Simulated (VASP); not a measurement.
# Zn3Ag (P-6m2) in VASP: further runs, part 3 of 3

VASP 6.6.1. Earlier steps stand in the parts before.

**6. Single point, LDA**

This run uses another cell than the first one, of 15.32 Å³/atom, 1.085 times its volume.

File INCAR:

```
SYSTEM = Zn3Ag
ALGO = Normal ; EDIFF = 1E-6
ENCUT = 520 ; ISIF = 2
ISMEAR = -1 ; LASPH = .TRUE.
LCHARG = .FALSE. ; LREAL = .FALSE.
LWAVE = .FALSE. ; NBANDS = 32
NELM = 100 ; PREC = Accurate
SIGMA = 0.1
```

File KPOINTS:

```
k-points
0
G
  9 9 3
  0 0 0
```

File POSCAR:

```
Zn3Ag
1.0
    2.8658649203      0.0000000000      0.0000000000
   -1.4329274271      2.4819088202      0.0000000000
    0.0000000000      0.0000000000      8.6150898637
Zn Ag
3 1
Direct
    0.6666666667      0.3333333333      0.5000000000
    0.3333333333      0.6666666667      0.2568000000
    0.3333333333      0.6666666667      0.7432000000
    0.6666666667      0.3333333333      0.0000000000
```

Potentials or basis: VASP PAW LDA potentials, release 64 (Zn, Ag).

The run is started by

```console
> cat potpaw_LDA.64/Zn/POTCAR potpaw_LDA.64/Ag/POTCAR > POTCAR
> mpirun -np 1 vasp_std > vasp.out
```

OUTCAR:

```text
SYSTEM = Zn3Ag
   EDIFF = 1E-6
   ENCUT = 520
   ISIF = 2
   ISMEAR = -1
   LASPH = .TRUE.
   LREAL = .FALSE.
   NELM = 100
   PREC = Accurate

 ion  position               nearest neighbor table
   1  0.667  0.333  0.500-   2 2.67   3 2.67   2 2.67   3 2.67   2 2.67   3 2.67
   2  0.333  0.667  0.257-   1 2.67   1 2.67   1 2.67   4 2.76   4 2.76   4 2.76
   3  0.333  0.667  0.743-   1 2.67   1 2.67   1 2.67   4 2.76   4 2.76   4 2.76
   4  0.667  0.333  0.000-   2 2.76   3 2.76   2 2.76   3 2.76   2 2.76   3 2.76

  LATTYP: Found a hexagonal cell.
 ALAT       =     2.8658649203
 C/A-ratio  =     3.0061046502

  Lattice vectors:

 A1 = (   2.8658649203,   0.0000000000,   0.0000000000)
 A2 = (  -1.4329274271,   2.4819088202,   0.0000000000)
 A3 = (   0.0000000000,   0.0000000000,   8.6150898637)

Analysis of symmetry for initial positions (statically):
=====================================================================
 Subroutine PRICEL returns:
 Original cell was already a primitive cell.

 Routine SETGRP: Setting up the symmetry group for a
 hexagonal supercell.

 Subroutine GETGRP returns: Found 12 space group operations
 (whereof 12 operations were pure point group operations)
 out of a pool of 24 trial point group operations.

The static configuration has the point symmetry D_3h.

Analysis of symmetry for dynamics (positions and initial velocities):
=====================================================================
 Subroutine PRICEL returns:
 Original cell was already a primitive cell.

 Routine SETGRP: Setting up the symmetry group for a
 hexagonal supercell.

 Subroutine GETGRP returns: Found 12 space group operations
 (whereof 12 operations were pure point group operations)
 out of a pool of 24 trial point group operations.

The dynamic configuration has the point symmetry D_3h.

 Subroutine INISYM returns: Found 12 space group operations
 (whereof 12 operations are pure point group operations),
 and found     1 'primitive' translations

----------------------------------------------------------------------------------------

                                     Primitive cell

  volume of cell :      61.2775

  direct lattice vectors                    reciprocal lattice vectors
     2.865864920  0.000000000  0.000000000     0.348934799  0.201457136  0.000000000
    -1.432927427  2.481908820  0.000000000     0.000000000  0.402915688  0.000000000
     0.000000000  0.000000000  8.615089864     0.000000000  0.000000000  0.116075400

  length of vectors
     2.865864920  2.865859802  8.615089864     0.402914968  0.402915688  0.116075400

  position of ions in fractional coordinates (direct lattice)
     0.666666667  0.333333333  0.500000000
     0.333333333  0.666666667  0.256800000
     0.333333333  0.666666667  0.743200000
     0.666666667  0.333333333  0.000000000

  ion indices of the primitive-cell ions
   primitive index   ion index
                 1           1
                 2           2
                 3           3
                 4           4

----------------------------------------------------------------------------------------

 KPOINTS: k-points

Automatic generation of k-mesh.
 Grid dimensions read from file:
 generate k-points for:    9    9    3

 Generating k-lattice:

  Cartesian coordinates                     Fractional coordinates (reciprocal lattice)
     0.038770533  0.022384126  0.000000000     0.111111111  0.000000000  0.000000000
     0.000000000  0.044768410  0.000000000     0.000000000  0.111111111  0.000000000
     0.000000000  0.000000000  0.038691800     0.000000000  0.000000000  0.333333333

  Length of vectors
     0.044768330  0.044768410  0.038691800

  Shift w.r.t. Gamma in fractional coordinates (k-lattice)
     0.000000000  0.000000000  0.000000000

 Subroutine IBZKPT returns following result:
 ===========================================

 Found     24 irreducible k-points:

 Following reciprocal coordinates:
            Coordinates               Weight
  0.000000  0.000000  0.000000      1.000000
  0.111111  0.000000  0.000000      6.000000
  0.222222  0.000000  0.000000      6.000000
  0.333333 -0.000000  0.000000      6.000000
  0.444444  0.000000  0.000000      6.000000
  0.111111  0.111111  0.000000      6.000000
[... 16 lines left out ...]
  0.333333  0.222222  0.333333     24.000000
  0.333333  0.333333  0.333333      4.000000
   k-points           NKPTS =     24   k-points in BZ     NKDIM =     24   number of bands    NBANDS=     32
   number of dos      NEDOS =    301   number of ions     NIONS =      4
   total plane-waves  NPLWV =  36864
   dimension x,y,z NGX =    24 NGY =   24 NGZ =   64
   dimension x,y,z NGXF=    48 NGYF=   48 NGZF=  128
   ions per type =               3   1
   NGX,Y,Z   is equivalent  to a cutoff of  13.92, 13.92, 12.35 a.u.
   NGXF,Y,Z  is equivalent  to a cutoff of  27.84, 27.84, 24.70 a.u.
 SYSTEM =  Zn3Ag
   PREC   = accura    normal or accurate (medium, high low for compatibility)
   ISTART =      0    job   : 0-new  1-cont  2-samecut
   ICHARG =      2    charge: 1-file 2-atom 10-const
   ISPIN  =      1    spin polarized calculation?
   LNONCOLLINEAR =      F non collinear calculations
   LSORBIT =      F    spin-orbit coupling
   LASPH  =      T    aspherical Exc in radial PAW
   ENCUT  =  520.0 eV  38.22 Ry    6.18 a.u.   5.33  5.33 16.02*2*pi/ulx,y,z
   NELM   =    100;   NELMIN=  2; NELMDL= -5     # of ELM steps
   EDIFF  = 0.1E-05   stopping-criterion for ELM
   LREAL  =      F    real-space projection
   EDIFFG = 0.1E-04   stopping-criterion for IOM
   NSW    =      0    number of steps for IOM
   IBRION =     -1    ionic relax: 0-MD 1-quasi-New 2-CG
   NFREE  =      0    steps in history (QN), initial steepest desc. (CG)
   ISIF   =      2    stress and relaxation
   ISYM   =      2    0-nonsym 1-usesym 2-fastsym
   POTIM  = 0.5000    time-step for ionic-motion
   TEBEG  =    0.0;   TEEND  =   0.0 temperature during run
   PSTRESS=    0.0 pullay stress
   NELECT =      47.0000    total number of electrons
   NUPDOWN=      -1.0000    fix difference up-down
   EMIN   =  10.00;   EMAX   =-10.00  energy-range for DOS
   EFERMI =   0.00;   METHOD = LEGACY
   ISMEAR =    -1;   SIGMA  =   0.10  broadening in eV -4-tet -1-fermi 0-gaus
   EFERMI_NEDOS =   21; number of points for ismear=-14 and -15
   IALGO  =     38    algorithm
   IMIX   =      4    mixing-type and parameters
     AMIX     =   0.40;   BMIX     =  1.00
     AMIX_MAG =   1.60;   BMIX_MAG =  1.00
  volume/ion in A,a.u.               =      15.32       103.38
  Fermi-wavevector in a.u.,A,eV,Ry     =   1.498558  2.831865 30.554293  2.245677
  Thomas-Fermi vector in A             =   2.610302
   LORBIT       =      0    0 simple, 1 ext, 2 COOP (PROOUT), +10 PAW based schemes
   GGA     = CA    functional components
   LHFCALC =     F    Hartree Fock is set to
   AEXX    =    0.0000 exact exchange contribution
   IVDW    =     0    specifies the selected vdW correction
   LEPSILON=     F    determine dielectric tensor
   LRPA    =     F    only Hartree local field effects (RPA)
 non-spin polarized calculation
  energy-cutoff  :      520.00
  volume of cell :       61.28
 maximum number of plane-waves:      1665
 NGX is ok and might be reduce to    24
   NGX = 11   NGY = 11   NGZ = 33

 number of electron      47.0000043 magnetization

 Free energy of the ion-electron system (eV)
  ---------------------------------------------------
  ext. energy  EPLUGINS =         0.00000000
  ---------------------------------------------------
  free energy    TOTEN  =        -9.48334502 eV

  energy without entropy =       -9.45970095  energy(sigma->0) =       -9.47152299

 E-fermi :   4.5195     XC(G=0): -12.2066

 val. band max:        4.4415669166   @ k =   0.3333  -0.0000   0.3333
 cond. band min:       4.5639331155   @ k =   0.3333   0.2222   0.0000
 fundamental gap:      0.1223661989
 Fermi energy:         4.5194880502

 k-point     1 :       0.0000    0.0000    0.0000
  band No.  band energies     occupation
      1      -5.5587      2.00000
      2      -3.9032      2.00000
      3      -3.8199      2.00000
      4      -3.2434      2.00000
      5      -3.1661      2.00000
      6      -3.1661      2.00000
[... 829 lines left out ...]
     31      10.2737      0.00000
     32      10.9727      0.00000

------------------------ aborting loop because EDIFF is reached ----------------------------------------

  FORCE on cell =-STRESS in cart. coord.  units (eV):
  Direction    XX          YY          ZZ          XY          YZ          ZX
  --------------------------------------------------------------------------------------
  -------------------------------------------------------------------------------------
  Total       -2.7663820     -2.7663753     -2.8425863     -0.0000056      0.0000000     -0.0000000
  in kB      -72.3304868    -72.3303117    -74.3229413     -0.0001467      0.0000000     -0.0000000
  external PRESSURE =     -72.9945799 kB  Pullay stress =       0.0000000 kB

 VOLUME and BASIS-vectors are now :
 -----------------------------------------------------------------------------
  energy-cutoff  :      520.00
  volume of cell :       61.28
      direct lattice vectors                 reciprocal lattice vectors
     2.865864920  0.000000000  0.000000000     0.348934799  0.201457136  0.000000000
    -1.432927427  2.481908820  0.000000000     0.000000000  0.402915688  0.000000000
     0.000000000  0.000000000  8.615089864     0.000000000  0.000000000  0.116075400

 POSITION                                       TOTAL-FORCE (eV/Angst)
 -----------------------------------------------------------------------------------
      1.43293      0.82730      4.30754        -0.000000      0.000000      0.000000
      0.00000      1.65461      2.21236         0.000000     -0.000000     -0.039947
      0.00000      1.65461      6.40273         0.000000     -0.000000      0.039947
      1.43293      0.82730      0.00000        -0.000000     -0.000000      0.000000
 -----------------------------------------------------------------------------------
    total drift:                               -0.000014     -0.000009     -0.000000

  FREE ENERGIE OF THE ION-ELECTRON SYSTEM (eV)
  ---------------------------------------------------
  free  energy   TOTEN  =        -9.4833450222 eV

  energy  without entropy=       -9.4597009515  energy(sigma->0) =       -9.47152299
```

OSZICAR:

```text
N       E                     dE             d eps       ncg     rms          rms(c)
DAV:   1     0.323572874311E+03    0.32357E+03   -0.22387E+04  1536   0.217E+03
DAV:   2     0.107347373764E+02   -0.31284E+03   -0.29160E+03  1544   0.415E+02
DAV:   3    -0.999348804656E+01   -0.20728E+02   -0.20522E+02  1720   0.117E+02
DAV:   4    -0.102497201437E+02   -0.25623E+00   -0.25616E+00  1744   0.133E+01
DAV:   5    -0.102518735141E+02   -0.21534E-02   -0.21533E-02  1744   0.104E+00    0.783E+00
DAV:   6    -0.954635205379E+01    0.70552E+00   -0.26698E+00  1784   0.218E+01    0.550E+00
DAV:   7    -0.950219901901E+01    0.44153E-01   -0.11410E-01  1808   0.430E+00    0.286E+00
DAV:   8    -0.948412382846E+01    0.18075E-01   -0.27571E-02  1736   0.274E+00    0.327E-01
DAV:   9    -0.948340113212E+01    0.72270E-03   -0.36560E-03  1856   0.223E+00    0.908E-02
DAV:  10    -0.948333906906E+01    0.62063E-04   -0.76802E-04  1968   0.527E-01    0.384E-02
DAV:  11    -0.948334485245E+01   -0.57834E-05   -0.14714E-04  1720   0.123E-01    0.149E-02
DAV:  12    -0.948334502218E+01   -0.16973E-06   -0.58305E-06  1640   0.269E-02
   1 F= -.94833450E+01 E0= -.94715230E+01  d E =-.236441E-01
```

stdout:

```text
POSCAR found type information on POSCAR ZnAg
 POSCAR found :  2 types and       4 ions
 scaLAPACK will be used
 LDA part: xc-table for (Slater(with rela. corr.)+CA(PZ))
 , standard interpolation
 POSCAR, INCAR and KPOINTS ok, starting setup
 FFT: planning ... GRIDC
 FFT: planning ... GRID_SOFT
 FFT: planning ... GRID
 WAVECAR not read
 entering main loop
```

Run time: 29 s. Hardware: 1 thread of Intel Xeon Platinum 8259CL at 2.50GHz (Skylake/Cascade Lake), shared host; peak memory 0.18 GiB.

Results:

- Free energy: -9.4833 eV
- Pressure: -7.3 GPa
- Largest force: 0.040 eV/Å

Forces on the atoms (eV/Å):
```
Zn   0.000  0.000  0.000
Zn   0.000  0.000 -0.040
Zn   0.000  0.000  0.040
Ag   0.000  0.000  0.000
```

Stress tensor (GPa, compression positive):
```
-7.23  0.00  0.00
 0.00 -7.23  0.00
 0.00  0.00 -7.43
```

**7. The runs side by side**

```csv
cell,gap on the mesh (eV),pressure (GPa),largest force (eV/Å)
"a = 2.789, b = 2.789, c = 8.384 Å, angles 90.0, 90.0, 120.0°, 4 atoms",none,0.6,0.04
"a = 2.809, b = 2.809, c = 8.443 Å, angles 90.0, 90.0, 120.0°, 4 atoms",none,-1.8,0.02
"a = 2.828, b = 2.828, c = 8.501 Å, angles 90.0, 90.0, 120.0°, 4 atoms",none,-3.9,-
"a = 2.847, b = 2.847, c = 8.558 Å, angles 90.0, 90.0, 120.0°, 4 atoms",none,-5.7,0.02
"a = 2.866, b = 2.866, c = 8.615 Å, angles 90.0, 90.0, 120.0°, 4 atoms",none,-7.3,0.04
```

Alike in all rows: task single point; level LDA; potentials or basis VASP PAW LDA potentials, release 64 (Zn, Ag); no spin polarisation; k mesh 9 × 9 × 3; cutoff (eV) 520; smearing fermi-dirac 0.1 eV.

Total energies depend on the potentials used, so only differences within one code and one set of settings carry meaning.
